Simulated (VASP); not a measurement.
# CsCl (Pm-3m) in VASP: further runs

Runs on CsCl. Level: PBE. Tasks: single point, relaxation of cell and atoms.

Everything below comes from runs of VASP 6.6.1. Logs are shortened: lines on timing, memory, paths and dates and some standing lists are left out, and cuts for length are marked.

## (1) The cell of the first run

It takes space group Pm-3m (No. 221, cubic). The conventional cell has a = 4.206 Å, b = 4.206 Å, c = 4.206 Å, α = 90.00°, β = 90.00°, γ = 90.00°. Cs (site symmetry m-3m) has 8 Cl at 3.64 Å and 6 Cs at 4.21 Å within 4.8 Å. Cl (site symmetry m-3m) has 8 Cs at 3.64 Å and 6 Cl at 4.21 Å within 4.8 Å.

## (2) Single point, PBE

The input, INCAR:

```
SYSTEM = CsCl
  PREC = Accurate
  ENCUT = 500
  EDIFF = 1E-6
  ISMEAR = 0
  SIGMA = 0.02
  LREAL = .False.
  LASPH = .True.
  NELM = 120
  ALGO = Normal
  ISIF = 2
  LWAVE = .False.
  LCHARG = .False.
  GGA = PE
  NBANDS = 15
  GGA_COMPAT = .False.
```

The input, KPOINTS:

```
regular mesh
0
Gamma
  6 6 6
  0 0 0
```

The input, POSCAR:

```
CsCl
1.0
    4.2056484485      0.0000000000      0.0000000000
    0.0000000000      4.2056484485      0.0000000000
    0.0000000000      0.0000000000      4.2056484485
Cs Cl
1 1
Direct
    0.0000000000      0.0000000000      0.0000000000
    0.5000000000      0.5000000000      0.5000000000
```

Potentials or basis: VASP PAW PBE potentials, release 64 (Cs_sv, Cl).

On the command line:

```sh
> cat potpaw_PBE.64/Cs_sv/POTCAR potpaw_PBE.64/Cl/POTCAR > POTCAR
> mpirun -np 1 vasp_std > vasp.out
```

OUTCAR:

```text
SYSTEM = CsCl
   PREC = Accurate
   ENCUT = 500
   EDIFF = 1E-6
   ISMEAR = 0
   LREAL = .False.
   LASPH = .True.
   NELM = 120
   ISIF = 2
   GGA = PE

 ion  position               nearest neighbor table
   1  0.000  0.000  0.000-
   2  0.500  0.500  0.500-

  LATTYP: Found a simple cubic cell.
 ALAT       =     4.2056484485

  Lattice vectors:

 A1 = (   4.2056484485,   0.0000000000,   0.0000000000)
 A2 = (   0.0000000000,   4.2056484485,   0.0000000000)
 A3 = (   0.0000000000,   0.0000000000,   4.2056484485)

Analysis of symmetry for initial positions (statically):
=====================================================================
 Subroutine PRICEL returns:
 Original cell was already a primitive cell.

 Routine SETGRP: Setting up the symmetry group for a
 simple cubic supercell.

 Subroutine GETGRP returns: Found 48 space group operations
 (whereof 48 operations were pure point group operations)
 out of a pool of 48 trial point group operations.

The static configuration has the point symmetry O_h .

Analysis of symmetry for dynamics (positions and initial velocities):
=====================================================================
 Subroutine PRICEL returns:
 Original cell was already a primitive cell.

 Routine SETGRP: Setting up the symmetry group for a
 simple cubic supercell.

 Subroutine GETGRP returns: Found 48 space group operations
 (whereof 48 operations were pure point group operations)
 out of a pool of 48 trial point group operations.

The dynamic configuration has the point symmetry O_h .

 Subroutine INISYM returns: Found 48 space group operations
 (whereof 48 operations are pure point group operations),
 and found     1 'primitive' translations

----------------------------------------------------------------------------------------

                                     Primitive cell

  volume of cell :      74.3873

  direct lattice vectors                    reciprocal lattice vectors
     4.205648448  0.000000000  0.000000000     0.237775461  0.000000000  0.000000000
     0.000000000  4.205648448  0.000000000     0.000000000  0.237775461  0.000000000
     0.000000000  0.000000000  4.205648448     0.000000000  0.000000000  0.237775461

  length of vectors
     4.205648448  4.205648448  4.205648448     0.237775461  0.237775461  0.237775461

  position of ions in fractional coordinates (direct lattice)
     0.000000000  0.000000000  0.000000000
     0.500000000  0.500000000  0.500000000

  ion indices of the primitive-cell ions
[... 80 lines left out ...]
   PSTRESS=    0.0 pullay stress
   NELECT =      16.0000    total number of electrons
   NUPDOWN=      -1.0000    fix difference up-down
   EMIN   =  10.00;   EMAX   =-10.00  energy-range for DOS
   EFERMI =   0.00;   METHOD = LEGACY
   ISMEAR =     0;   SIGMA  =   0.02  broadening in eV -4-tet -1-fermi 0-gaus
   EFERMI_NEDOS =   21; number of points for ismear=-14 and -15
   IALGO  =     38    algorithm
   IMIX   =      4    mixing-type and parameters
     AMIX     =   0.40;   BMIX     =  1.00
     AMIX_MAG =   1.60;   BMIX_MAG =  1.00
  volume/ion in A,a.u.               =      37.19       251.00
  Fermi-wavevector in a.u.,A,eV,Ry     =   0.980878  1.853591 13.090472  0.962123
  Thomas-Fermi vector in A             =   2.111842
   LORBIT       =      0    0 simple, 1 ext, 2 COOP (PROOUT), +10 PAW based schemes
   GGA     = PE    functional components
   LHFCALC =     F    Hartree Fock is set to
   AEXX    =    0.0000 exact exchange contribution
   IVDW    =     0    specifies the selected vdW correction
   LEPSILON=     F    determine dielectric tensor
   LRPA    =     F    only Hartree local field effects (RPA)
 non-spin polarized calculation
 Gauss-broadening in eV      SIGMA  =   0.02
  energy-cutoff  :      500.00
  volume of cell :       74.39
 maximum number of plane-waves:      1924
 NGX is ok and might be reduce to    32
   NGX = 15   NGY = 15   NGZ = 15

 number of electron      15.9999991 magnetization

 Free energy of the ion-electron system (eV)
  ---------------------------------------------------
  ext. energy  EPLUGINS =         0.00000000
  ---------------------------------------------------
  free energy    TOTEN  =        -6.54122549 eV

  energy without entropy =       -6.54122549  energy(sigma->0) =       -6.54122549

 E-fermi :  -0.4342     XC(G=0):  -7.9875

 val. band max:       -0.6148827166   @ k =   0.0000   0.0000   0.0000
 cond. band min:       4.3836764696   @ k =   0.0000   0.0000   0.0000
 fundamental gap:      4.9985591862
 Fermi energy:        -0.4342069829

 k-point     1 :       0.0000    0.0000    0.0000
  band No.  band energies     occupation
      1     -20.0849      2.00000
      2     -12.7158      2.00000
      3      -6.6103      2.00000
      4      -6.6103      2.00000
      5      -6.6103      2.00000
      6      -0.6149      2.00000
      7      -0.6149      2.00000
      8      -0.6149      2.00000
      9       4.3837      0.00000
     10       4.8231      0.00000
     11       4.8231      0.00000
     12       9.1933      0.00000
     13       9.1933      0.00000
     14       9.1933      0.00000
[... 329 lines left out ...]
      2     -12.5693      2.00000
      3      -7.0729      2.00000
      4      -7.0729      2.00000
      5      -7.0729      2.00000
      6      -1.5712      2.00000
      7      -1.5712      2.00000
      8      -1.5712      2.00000
      9       7.6221      0.00000
     10       7.6221      0.00000
     11       7.6221      0.00000
     12       9.5722      0.00000
     13       9.5722      0.00000
     14       9.5722      0.00000
     15      11.3901      0.00000

------------------------ aborting loop because EDIFF is reached ----------------------------------------

  FORCE on cell =-STRESS in cart. coord.  units (eV):
  Direction    XX          YY          ZZ          XY          YZ          ZX
  --------------------------------------------------------------------------------------
  -------------------------------------------------------------------------------------
  Total        0.0040207      0.0040207      0.0040207      0.0000000      0.0000000     -0.0000000
  in kB        0.0865988      0.0865988      0.0865988      0.0000000      0.0000000     -0.0000000
  external PRESSURE =       0.0865988 kB  Pullay stress =       0.0000000 kB

 VOLUME and BASIS-vectors are now :
 -----------------------------------------------------------------------------
  energy-cutoff  :      500.00
  volume of cell :       74.39
      direct lattice vectors                 reciprocal lattice vectors
     4.205648448  0.000000000  0.000000000     0.237775461  0.000000000  0.000000000
     0.000000000  4.205648448  0.000000000     0.000000000  0.237775461  0.000000000
     0.000000000  0.000000000  4.205648448     0.000000000  0.000000000  0.237775461

 POSITION                                       TOTAL-FORCE (eV/Angst)
 -----------------------------------------------------------------------------------
      0.00000      0.00000      0.00000         0.000000      0.000000      0.000000
      2.10282      2.10282      2.10282         0.000000      0.000000      0.000000
 -----------------------------------------------------------------------------------
    total drift:                                0.000000      0.000000     -0.000000

  FREE ENERGIE OF THE ION-ELECTRON SYSTEM (eV)
  ---------------------------------------------------
  free  energy   TOTEN  =        -6.5412254927 eV

  energy  without entropy=       -6.5412254927  energy(sigma->0) =       -6.54122549
```

OSZICAR:

```text
N       E                     dE             d eps       ncg     rms          rms(c)
DAV:   1     0.891735378038E+02    0.89174E+02   -0.66587E+03   600   0.886E+02
DAV:   2    -0.313525394496E-01   -0.89205E+02   -0.83013E+02   852   0.160E+02
DAV:   3    -0.691442842341E+01   -0.68831E+01   -0.68608E+01   817   0.487E+01
DAV:   4    -0.697708635545E+01   -0.62658E-01   -0.62654E-01   691   0.569E+00
DAV:   5    -0.697784669170E+01   -0.76034E-03   -0.76032E-03   859   0.632E-01    0.232E+00
DAV:   6    -0.658828361839E+01    0.38956E+00   -0.44881E-01   740   0.363E+00    0.167E+00
DAV:   7    -0.654055959240E+01    0.47724E-01   -0.14486E-01   768   0.199E+00    0.111E+00
DAV:   8    -0.654125653977E+01   -0.69695E-03   -0.18864E-02   712   0.865E-01    0.228E-01
DAV:   9    -0.654097086600E+01    0.28567E-03   -0.27623E-03   761   0.275E-01    0.106E-01
DAV:  10    -0.654121662794E+01   -0.24576E-03   -0.37108E-04   684   0.137E-01    0.122E-02
DAV:  11    -0.654122521577E+01   -0.85878E-05   -0.20023E-05   754   0.298E-02    0.135E-02
DAV:  12    -0.654122549273E+01   -0.27696E-06   -0.93784E-06   726   0.178E-02
   1 F= -.65412255E+01 E0= -.65412255E+01  d E =-.565787E-39
```

It took 13 s on 1 thread of Intel Xeon 6455B, shared host; peak memory 0.18 GiB.

Results:

```
Free energy            : -6.5412 eV
Pressure               : 0.0 GPa
Band gap on the k mesh : 5.00 eV
```

Caveat: spin-orbit coupling is left out, which moves the levels of the heavy elements.

## (3) Relaxation of cell and atoms, PBE, target pressure 1 GPa, at which the enthalpy is minimised

The input, INCAR:

```
SYSTEM = CsCl
  ALGO = Normal
  EDIFF = 1E-7
  EDIFFG = -0.001
  ENCUT = 500
  GGA = PE
  GGA_COMPAT = .FALSE.
  IBRION = 2
  ISIF = 3
  ISMEAR = 0
  LASPH = .TRUE.
  LCHARG = .FALSE.
  LREAL = .FALSE.
  LWAVE = .FALSE.
  NELM = 120
  NELMIN = 4
  NSW = 80
  PREC = Accurate
  PSTRESS = 10.0
  SIGMA = 0.01
```

The input, KPOINTS:

```
k-points
0
G
  6 6 6
  0 0 0
```

POSCAR is that of step 2.

Potentials or basis: VASP PAW PBE potentials, release 64 (Cs_sv, Cl).

On the command line:

```sh
> cat potpaw_PBE.64/Cs_sv/POTCAR potpaw_PBE.64/Cl/POTCAR > POTCAR
> mpirun -np 1 vasp_std > vasp.out
```

It took 33 s on 1 thread of Intel Xeon 6455B, shared host; peak memory 0.19 GiB.

It converged, with:

```yaml
Free_energy: -6.5287 eV
Relaxed_volume: 35.10 Å³/atom
Relaxed_cell: a = 4.125 Å, b = 4.125 Å, c = 4.125 Å, α = 90.00°, β = 90.00°, γ = 90.00°
Space_group_after_relaxing_to_0.1_Å: Pm-3m (No. 221)
Energy_change_on_relaxing_the_run_minimises_the_enthalpy: +6.3 meV/atom
Ionic_steps: 4
Pressure_after_relaxing: 1.0 GPa
Band_gap_on_the_k_mesh: 5.25 eV
```

Step by step:
```
step  energy change (eV)  largest force (eV/Å)  pressure (GPa)  volume (Å³)
   1              0.0000                0.0000            0.01        74.39
   2              0.0041                0.0000            0.55        71.95
   3              0.0120                0.0000            0.98        70.29
   4              0.0125                0.0000            1.00        70.20
```

Final structure:
```
Cs Cl
1.0
     4.12513    0.00000    0.00000
     0.00000    4.12513    0.00000
     0.00000    0.00000    4.12513
Cs Cl
1 1
Direct
  0.00000 0.00000 0.00000
  0.50000 0.50000 0.50000
```

Levels at points of the mesh, in eV from the valence-band top:
| k point | band 6 | band 7 | band 8 | band 9 | band 10 | band 11 |
| --- | --- | --- | --- | --- | --- | --- |
| (0.00, 0.00, 0.00) | 0.00 | 0.00 | 0.00 | 5.25 | 5.40 | 5.40 |
| (0.50, 0.00, 0.00) | -1.16 | -0.24 | -0.24 | 6.41 | 7.60 | 8.88 |
| (0.50, 0.50, 0.00) | -0.43 | -0.43 | -0.06 | 5.95 | 6.02 | 7.98 |
| (0.50, 0.50, 0.50) | -1.09 | -1.09 | -1.09 | 8.49 | 8.49 | 8.49 |

Caveat: the cell is relaxed towards a set pressure, so the run minimises the enthalpy, not the energy; spin-orbit coupling is left out, which moves the levels of the heavy elements.
